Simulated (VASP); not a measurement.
# OsCl (Pm-3m) in VASP: further runs

The runs below take OsCl through single point, relaxation of cell and atoms, with PBE.

Everything below comes from runs of VASP 6.6.1. Logs are shortened: lines on timing, memory, paths and dates and some standing lists are left out, and cuts for length are marked.

## (1) The cell of the first run

The structure is cubic, space group Pm-3m (No. 221). Conventional cell: a = 3.081 Å, b = 3.081 Å, c = 3.081 Å, α = 90.00°, β = 90.00°, γ = 90.00°. Os (site symmetry m-3m) has 8 Cl at 2.67 Å and 6 Os at 3.08 Å within 3.5 Å. Cl (site symmetry m-3m) has 8 Os at 2.67 Å and 6 Cl at 3.08 Å within 3.5 Å.

## (2) Single point, PBE, collinear spin

INCAR

```
ALGO = Normal
EDIFF = 1E-6
ENCUT = 520
GGA = PE
ISIF = 2
ISMEAR = 0
ISPIN = 2
LASPH = True
LCHARG = False
LMAXMIX = 4
LORBIT = 11
LREAL = False
LWAVE = False
MAGMOM = 2.76 0.24
NBANDS = 18
NELM = 150
PREC = Accurate
SIGMA = 0.1
```

KPOINTS

```
k-points
0
Gamma
  6 6 6
```

POSCAR

```
OsCl
1.0
    3.0810707925      0.0000000000      0.0000000000
    0.0000000000      3.0810707925      0.0000000000
    0.0000000000      0.0000000000      3.0810707925
Os Cl
1 1
Direct
    0.0000000000      0.0000000000      0.0000000000
    0.5000000000      0.5000000000      0.5000000000
```

Potentials or basis: VASP PAW PBE potentials, release 64 (Os, Cl).

Run with:

```sh
$ cat potpaw_PBE.64/Os/POTCAR potpaw_PBE.64/Cl/POTCAR > POTCAR
$ mpirun -np 1 vasp_std > vasp.out
```

OUTCAR:

```text
EDIFF = 1E-6
   ENCUT = 520
   GGA = PE
   ISIF = 2
   ISMEAR = 0
   ISPIN = 2
   LASPH = True
   LORBIT = 11
   LREAL = False
   NELM = 150
   PREC = Accurate

 ion  position               nearest neighbor table
   1  0.000  0.000  0.000-   2 2.67   2 2.67   2 2.67   2 2.67   2 2.67   2 2.67   2 2.67   2 2.67

   2  0.500  0.500  0.500-   1 2.67   1 2.67   1 2.67   1 2.67   1 2.67   1 2.67   1 2.67   1 2.67

  LATTYP: Found a simple cubic cell.
 ALAT       =     3.0810707925

  Lattice vectors:

 A1 = (   3.0810707925,   0.0000000000,   0.0000000000)
 A2 = (   0.0000000000,   3.0810707925,   0.0000000000)
 A3 = (   0.0000000000,   0.0000000000,   3.0810707925)

Analysis of symmetry for initial positions (statically):
=====================================================================
 Subroutine PRICEL returns:
 Original cell was already a primitive cell.

 Routine SETGRP: Setting up the symmetry group for a
 simple cubic supercell.

 Subroutine GETGRP returns: Found 48 space group operations
 (whereof 48 operations were pure point group operations)
 out of a pool of 48 trial point group operations.

The static configuration has the point symmetry O_h .

Analysis of symmetry for dynamics (positions and initial velocities):
=====================================================================
 Subroutine PRICEL returns:
 Original cell was already a primitive cell.

 Routine SETGRP: Setting up the symmetry group for a
 simple cubic supercell.

 Subroutine GETGRP returns: Found 48 space group operations
 (whereof 48 operations were pure point group operations)
 out of a pool of 48 trial point group operations.

The dynamic configuration has the point symmetry O_h .

Analysis of structural, dynamic, and magnetic symmetry:
=====================================================================
 Subroutine PRICEL returns:
 Original cell was already a primitive cell.

 Routine SETGRP: Setting up the symmetry group for a
 simple cubic supercell.

 Subroutine GETGRP returns: Found 48 space group operations
 (whereof 48 operations were pure point group operations)
 out of a pool of 48 trial point group operations.

The overall configuration has the point symmetry O_h .

 Subroutine INISYM returns: Found 48 space group operations
 (whereof 48 operations are pure point group operations),
 and found     1 'primitive' translations

----------------------------------------------------------------------------------------

                                     Primitive cell

  volume of cell :      29.2486

  direct lattice vectors                    reciprocal lattice vectors
     3.081070792  0.000000000  0.000000000     0.324562487  0.000000000  0.000000000
     0.000000000  3.081070792  0.000000000     0.000000000  0.324562487  0.000000000
     0.000000000  0.000000000  3.081070792     0.000000000  0.000000000  0.324562487

  length of vectors
     3.081070792  3.081070792  3.081070792     0.324562487  0.324562487  0.324562487

  position of ions in fractional coordinates (direct lattice)
     0.000000000  0.000000000  0.000000000
     0.500000000  0.500000000  0.500000000

  ion indices of the primitive-cell ions
   primitive index   ion index
                 1           1
                 2           2

----------------------------------------------------------------------------------------

 KPOINTS: k-points

Automatic generation of k-mesh.
 Grid dimensions read from file:
 generate k-points for:    6    6    6

 Generating k-lattice:

  Cartesian coordinates                     Fractional coordinates (reciprocal lattice)
     0.054093748  0.000000000  0.000000000     0.166666667  0.000000000  0.000000000
     0.000000000  0.054093748  0.000000000     0.000000000  0.166666667  0.000000000
     0.000000000  0.000000000  0.054093748     0.000000000  0.000000000  0.166666667

  Length of vectors
     0.054093748  0.054093748  0.054093748

  Shift w.r.t. Gamma in fractional coordinates (k-lattice)
     0.000000000  0.000000000  0.000000000

 Subroutine IBZKPT returns following result:
 ===========================================

 Found     20 irreducible k-points:

 Following reciprocal coordinates:
            Coordinates               Weight
  0.000000  0.000000  0.000000      1.000000
  0.166667  0.000000  0.000000      6.000000
  0.333333  0.000000  0.000000      6.000000
  0.500000  0.000000  0.000000      3.000000
  0.166667  0.166667  0.000000     12.000000
  0.333333  0.166667  0.000000     24.000000
[... 12 lines left out ...]
  0.500000  0.500000  0.333333      6.000000
  0.500000  0.500000  0.500000      1.000000
   k-points           NKPTS =     20   k-points in BZ     NKDIM =     20   number of bands    NBANDS=     18
   number of dos      NEDOS =    301   number of ions     NIONS =      2
   total plane-waves  NPLWV =  13824
   dimension x,y,z NGX =    24 NGY =   24 NGZ =   24
   dimension x,y,z NGXF=    48 NGYF=   48 NGZF=   48
   ions per type =               1   1
   NGX,Y,Z   is equivalent  to a cutoff of  12.95, 12.95, 12.95 a.u.
   NGXF,Y,Z  is equivalent  to a cutoff of  25.90, 25.90, 25.90 a.u.
 SYSTEM =  unknown system
   PREC   = accura    normal or accurate (medium, high low for compatibility)
   ISTART =      0    job   : 0-new  1-cont  2-samecut
   ICHARG =      2    charge: 1-file 2-atom 10-const
   ISPIN  =      2    spin polarized calculation?
   LNONCOLLINEAR =      F non collinear calculations
   LSORBIT =      F    spin-orbit coupling
   LASPH  =      T    aspherical Exc in radial PAW
   ENCUT  =  520.0 eV  38.22 Ry    6.18 a.u.   5.73  5.73  5.73*2*pi/ulx,y,z
   NELM   =    150;   NELMIN=  2; NELMDL= -5     # of ELM steps
   EDIFF  = 0.1E-05   stopping-criterion for ELM
   LREAL  =      F    real-space projection
   EDIFFG = 0.1E-04   stopping-criterion for IOM
   NSW    =      0    number of steps for IOM
   IBRION =     -1    ionic relax: 0-MD 1-quasi-New 2-CG
   NFREE  =      0    steps in history (QN), initial steepest desc. (CG)
   ISIF   =      2    stress and relaxation
   ISYM   =      2    0-nonsym 1-usesym 2-fastsym
   POTIM  = 0.5000    time-step for ionic-motion
   TEBEG  =    0.0;   TEEND  =   0.0 temperature during run
   PSTRESS=    0.0 pullay stress
   NELECT =      15.0000    total number of electrons
   NUPDOWN=      -1.0000    fix difference up-down
   EMIN   =  10.00;   EMAX   =-10.00  energy-range for DOS
   EFERMI =   0.00;   METHOD = LEGACY
   ISMEAR =     0;   SIGMA  =   0.10  broadening in eV -4-tet -1-fermi 0-gaus
   EFERMI_NEDOS =   21; number of points for ismear=-14 and -15
   IALGO  =     38    algorithm
   IMIX   =      4    mixing-type and parameters
     AMIX     =   0.40;   BMIX     =  1.00
     AMIX_MAG =   1.60;   BMIX_MAG =  1.00
  volume/ion in A,a.u.               =      14.62        98.69
  Fermi-wavevector in a.u.,A,eV,Ry     =   1.310399  2.476295 23.363186  1.717146
  Thomas-Fermi vector in A             =   2.440932
   LORBIT       =     11    0 simple, 1 ext, 2 COOP (PROOUT), +10 PAW based schemes
   GGA     = PE    functional components
   LHFCALC =     F    Hartree Fock is set to
   AEXX    =    0.0000 exact exchange contribution
   IVDW    =     0    specifies the selected vdW correction
   LEPSILON=     F    determine dielectric tensor
   LRPA    =     F    only Hartree local field effects (RPA)
 spin polarized calculation
 Gauss-broadening in eV      SIGMA  =   0.10
  energy-cutoff  :      520.00
  volume of cell :       29.25
 maximum number of plane-waves:       840
 NGX is ok and might be reduce to    24
   NGX = 11   NGY = 11   NGZ = 11

 number of electron      15.0000004 magnetization       0.3062357

 number of electron      15.0000004 magnetization      -0.0033268

 Free energy of the ion-electron system (eV)
  ---------------------------------------------------
  ext. energy  EPLUGINS =         0.00000000
  ---------------------------------------------------
  free energy    TOTEN  =        -9.46486059 eV

  energy without entropy =       -9.44967526  energy(sigma->0) =       -9.45726793

 E-fermi :   9.3058     XC(G=0): -12.6799

 val. band max:        9.2385026342   @ k =   0.5000   0.0000   0.0000
 cond. band min:       9.3115050745   @ k =   0.5000   0.1667   0.0000
 fundamental gap:      0.0730024403
 Fermi energy:         9.3057947315

 spin component 1

 k-point     1 :       0.0000    0.0000    0.0000
  band No.  band energies     occupation
      1     -10.4018      1.00000
      2       4.1719      1.00000
      3       4.1719      1.00000
      4       4.1719      1.00000
      5       4.8333      1.00000
      6       4.8333      1.00000
[... 10 lines left out ...]
     17      25.1970      0.00000
     18      25.1970      0.00000
[... 379 lines left out ...]
 k-point    20 :       0.5000    0.5000    0.5000
  band No.  band energies     occupation
      1      -7.8814      1.00000
      2       0.1623      1.00000
      3       0.1623      1.00000
      4       0.1623      1.00000
      5      10.5339      0.00000
      6      10.5339      0.00000
[... 10 lines left out ...]
     17      29.8856      0.00000
     18      29.8856      0.00000
 Fermi energy:         9.3057947315

 spin component 2

 k-point     1 :       0.0000    0.0000    0.0000
  band No.  band energies     occupation
      1     -10.4022      1.00000
      2       4.1715      1.00000
      3       4.1715      1.00000
      4       4.1715      1.00000
      5       4.8321      1.00000
      6       4.8321      1.00000
[... 10 lines left out ...]
     17      25.1965      0.00000
     18      25.1965      0.00000
[... 379 lines left out ...]
 k-point    20 :       0.5000    0.5000    0.5000
  band No.  band energies     occupation
      1      -7.8819      1.00000
      2       0.1615      1.00000
      3       0.1615      1.00000
      4       0.1615      1.00000
      5      10.5324      0.00000
      6      10.5324      0.00000
[... 10 lines left out ...]
     17      29.8850      0.00000
     18      29.8850      0.00000

------------------------ aborting loop because EDIFF is reached ----------------------------------------

  FORCE on cell =-STRESS in cart. coord.  units (eV):
  Direction    XX          YY          ZZ          XY          YZ          ZX
  --------------------------------------------------------------------------------------
  -------------------------------------------------------------------------------------
  Total        0.1278738      0.1278738      0.1278738      0.0000000      0.0000000     -0.0000000
  in kB        7.0046626      7.0046626      7.0046626      0.0000000      0.0000000     -0.0000000
  external PRESSURE =       7.0046626 kB  Pullay stress =       0.0000000 kB

 VOLUME and BASIS-vectors are now :
 -----------------------------------------------------------------------------
  energy-cutoff  :      520.00
  volume of cell :       29.25
      direct lattice vectors                 reciprocal lattice vectors
     3.081070792  0.000000000  0.000000000     0.324562487  0.000000000  0.000000000
     0.000000000  3.081070792  0.000000000     0.000000000  0.324562487  0.000000000
     0.000000000  0.000000000  3.081070792     0.000000000  0.000000000  0.324562487

 POSITION                                       TOTAL-FORCE (eV/Angst)
 -----------------------------------------------------------------------------------
      0.00000      0.00000      0.00000         0.000000      0.000000      0.000000
      1.54054      1.54054      1.54054         0.000000      0.000000      0.000000
 -----------------------------------------------------------------------------------
    total drift:                                0.000000     -0.000000     -0.000000

  FREE ENERGIE OF THE ION-ELECTRON SYSTEM (eV)
  ---------------------------------------------------
  free  energy   TOTEN  =        -9.4648605878 eV

  energy  without entropy=       -9.4496752634  energy(sigma->0) =       -9.45726793

 total charge

# of ion       s       p       d       tot
------------------------------------------
    1        0.422   0.370   6.094   6.886
    2        1.659   3.247   0.000   4.907
--------------------------------------------------
tot          2.081   3.617   6.094  11.792

 magnetization (x)

# of ion       s       p       d       tot
------------------------------------------
    1       -0.000  -0.000  -0.002  -0.002
    2       -0.000  -0.000   0.000  -0.000
--------------------------------------------------
tot         -0.000  -0.000  -0.002  -0.002
```

It took 9.6 s on 1 thread of Intel Xeon 6975P-C (Granite Rapids), shared host; peak memory 0.15 GiB.

Results:

* Free energy: -9.4649 eV
* Pressure: 0.7 GPa
* Net moment: 0.00 μB per cell
* Valence electrons inside the program's atomic spheres: Os 6.89; Cl 4.91

Caveat: spin-orbit coupling is left out, which moves the levels of the heavy elements.

## (3) Single point, PBE, collinear spin

This run uses another cell than the first one, of 20.13 Å³/atom.

INCAR

```
SYSTEM = OsCl
  PREC = Accurate
  ENCUT = 520
  EDIFF = 1E-6
  ISMEAR = 0
  SIGMA = 0.1
  LREAL = .FALSE.
  LASPH = .TRUE.
  NELM = 150
  ALGO = Normal
  ISIF = 2
  LWAVE = .FALSE.
  LCHARG = .TRUE.
  ISPIN = 2
  MAGMOM = 1 0
  LORBIT = 11
  LMAXMIX = 4
  GGA = PE
  LELF = .TRUE.
  LVHAR = .TRUE.
  NBANDS = 18
```

KPOINTS

```
regular mesh
0
G
  6 6 6
  0 0 0
```

POSCAR

```
OsCl
1.0
    3.4274215932      0.0000000000      0.0000000000
    0.0000000000      3.4274215932      0.0000000000
    0.0000000000      0.0000000000      3.4274215932
Os Cl
1 1
Direct
    0.0000000000      0.0000000000      0.0000000000
    0.5000000000      0.5000000000      0.5000000000
```

Potentials or basis: VASP PAW PBE potentials, release 64 (Os, Cl).

Run with:

```sh
$ cat potpaw_PBE.64/Os/POTCAR potpaw_PBE.64/Cl/POTCAR > POTCAR
$ mpirun -np 1 vasp_std > vasp.out
```

Wall time 2.1 min (1 thread of Intel Xeon 6975P-C (Granite Rapids), shared host); peak memory 0.18 GiB.

It converged, with:

```
Free energy                                           : -8.4995 eV
Pressure                                              : -19.9 GPa
Net moment                                            : 0.96 μB per cell
Site moments                                          : Os +0.90; Cl +0.05 μB
Valence electrons inside the program's atomic spheres : Os 6.38; Cl 4.90
```

Levels at points of the mesh, in eV from the Fermi level:
Spin up:
```tsv
k point	band 6	band 7	band 8	band 9	band 10	band 11
(0.00, 0.00, 0.00)	-2.69	-2.23	-0.50	-0.50	-0.50	8.83
(0.50, 0.00, 0.00)	-0.34	-0.13	0.33	0.33	2.99	3.21
(0.50, 0.50, 0.00)	-1.53	-1.28	-1.28	0.40	1.81	7.10
(0.50, 0.50, 0.50)	0.45	0.70	0.70	0.70	2.94	2.94
```
Spin down:
```tsv
k point	band 3	band 4	band 5	band 6	band 7	band 8	band 9	band 10	band 11	band 12
(0.00, 0.00, 0.00)	-3.87	-3.87	-2.29	-2.29	-1.99	0.17	0.17	0.17	8.92	8.92
(0.50, 0.00, 0.00)	-4.23	-4.23	-1.84	0.34	0.34	0.88	0.88	3.10	3.53	7.03
(0.50, 0.50, 0.00)	-5.86	-3.30	-2.51	-0.96	-0.67	-0.67	0.95	2.26	7.24	7.24
(0.50, 0.50, 0.50)	-6.20	-6.20	1.00	1.00	1.24	1.24	1.24	3.05	3.05	3.05
```

Caveat: the cell stands under tension; spin-orbit coupling is left out, which moves the levels of the heavy elements.

## (4) Single point, PBE

This run uses another cell than the first one, of 14.70 Å³/atom.

INCAR

```
SYSTEM = OsCl
PREC = Accurate
ENCUT = 520
EDIFF = 1E-6
ISMEAR = 0
SIGMA = 0.1
LREAL = .False.
LASPH = .True.
NELM = 80
ALGO = Normal
ISIF = 2
LWAVE = .False.
LCHARG = .True.
GGA = PE
LELF = .True.
LVHAR = .True.
NBANDS = 14
```

KPOINTS

```
Automatic mesh
0
Gamma
  18 18 18
  0 0 0
```

POSCAR

```
OsCl
1.0
    3.0861519515      0.0000000000      0.0000000000
    0.0000000000      3.0861519515      0.0000000000
    0.0000000000      0.0000000000      3.0861519515
Os Cl
1 1
Direct
    0.0000000000      0.0000000000      0.0000000000
    0.5000000000      0.5000000000      0.5000000000
```

Run with:

```sh
$ cat potpaw_PBE.64/Os/POTCAR potpaw_PBE.64/Cl/POTCAR > POTCAR
$ mpirun -np 1 vasp_std > vasp.out
```

Run time: 20 s. Hardware: 1 thread of Intel Xeon 6975P-C (Granite Rapids), shared host; peak memory 0.21 GiB.

Results (log left out):

* Free energy: -9.4549 eV
* Pressure: 0.6 GPa
* Band gap on the k mesh: zero (an odd number of electrons rules out a gap without spin polarisation)

Levels at points of the mesh, in eV from the Fermi level:
| k point | band 5 | band 6 | band 7 | band 8 | band 9 | band 10 |
| --- | --- | --- | --- | --- | --- | --- |
| (0.00, 0.00, 0.00) | -4.52 | -4.52 | -1.48 | -0.54 | -0.54 | -0.54 |
| (0.50, 0.00, 0.00) | -3.67 | -0.17 | 0.20 | 1.15 | 1.15 | 3.59 |
| (0.50, 0.50, 0.00) | -4.28 | -2.05 | -2.05 | -1.83 | 1.02 | 2.85 |
| (0.50, 0.50, 0.50) | 1.12 | 1.12 | 1.84 | 1.84 | 1.84 | 2.14 |

Caveat: spin-orbit coupling is left out, which moves the levels of the heavy elements; an odd number of electrons without spin polarisation forces a metal; a magnetic or distorted state may lie lower.

(Part 1 of 2 ends here.)

The gap in the log of VASP goes by the Fermi energy; the results here count the filled bands.